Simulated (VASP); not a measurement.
The system is Ca3As.

```xyz
8
Lattice="6.0152 0.0000 0.0000 0.0000 6.0152 0.0000 0.0000 0.0000 6.0152" Properties=species:S:1:pos:R:3 pbc="T T T"
Ca    1.5038    0.0000    3.0076
Ca    3.0076    4.5114    0.0000
Ca    4.5114    0.0000    3.0076
Ca    3.0076    1.5038    0.0000
Ca    0.0000    3.0076    4.5114
Ca    0.0000    3.0076    1.5038
As    0.0000    0.0000    0.0000
As    3.0076    3.0076    3.0076
```

The cell was built from a structure type or drawn by symmetry, and may not be a known phase.

```yaml
Program: VASP 6.6.1
Task: relaxation of cell and atoms
Functional: PBE
Potentials_or_basis: VASP PAW PBE potentials, release 64 (Ca_sv, As)
Cutoff: 600 eV
k_mesh: 6 × 6 × 6
Occupations: gaussian, width 0.1 eV
Spin: no spin polarisation
```

At the start: pressure 2.8 GPa; volume 27.21 Å³/atom.

How do energy, volume and symmetry change on relaxing?

Over 3 steps the energy falls by 24.6 meV/atom and the volume is 30.26 Å³/atom (+11.2 %); space group Pm-3n (No. 223, to 0.1 Å) before and after.

The path:
```
step  energy change (eV)  largest force (eV/Å)  pressure (GPa)  volume (Å³)
   1              0.0000                0.0000            2.80       217.64
   2             -0.1735                0.0000            0.88       232.99
   3             -0.1964                0.0000           -0.05       242.06
```

Final structure:
```
Ca As
1.0
     6.23216    0.00000    0.00000
     0.00000    6.23216    0.00000
     0.00000    0.00000    6.23216
Ca As
6 2
Direct
  0.25000 0.00000 0.50000
  0.50000 0.75000 0.00000
  0.75000 0.00000 0.50000
  0.50000 0.25000 0.00000
  0.00000 0.50000 0.75000
  0.00000 0.50000 0.25000
  0.00000 0.00000 0.00000
  0.50000 0.50000 0.50000
```
